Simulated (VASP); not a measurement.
Input of a VASP 6.6.1 run:

File INCAR:

```
SYSTEM = Zr
PREC = Accurate
ENCUT = 520
EDIFF = 1E-6
ISMEAR = -1
SIGMA = 0.03
LREAL = .False.
LASPH = .True.
NELM = 80
ALGO = Normal
ISIF = 2
LWAVE = .False.
LCHARG = .False.
GGA = CA
NBANDS = 12
```

KPOINTS

```
regular mesh
0
Gamma
  16 16 16
  0 0 0
```

The input POSCAR:

```
Zr
1.0
   -1.7919000000      1.8100000000      1.8100000000
    1.8100000000     -1.7919000000      1.8100000000
    1.8100000000      1.8100000000     -1.7919000000
Zr
1
Direct
    0.0000000000      0.0000000000      0.0000000000
```

Potentials or basis: VASP PAW LDA potentials, release 64 (Zr_sv).

Command:

```sh
$ cat potpaw_LDA.64/Zr_sv/POTCAR > POTCAR
$ mpirun -np 1 vasp_std > vasp.out
```

Q: Predict the pressure.

A: -9.5 GPa.

Q: What does it give for the band gap on the k mesh?

A: Zero (bands 6 and 7 overlap by 1.70 eV).

Stress tensor (GPa, compression positive):
```
-9.46 -0.24 -0.24
-0.24 -9.46 -0.24
-0.24 -0.24 -9.46
```

Caveat: the cell differs from its parent crystal (equal xy, yz and zx shear strains of +1 %); the cell stands under tension.
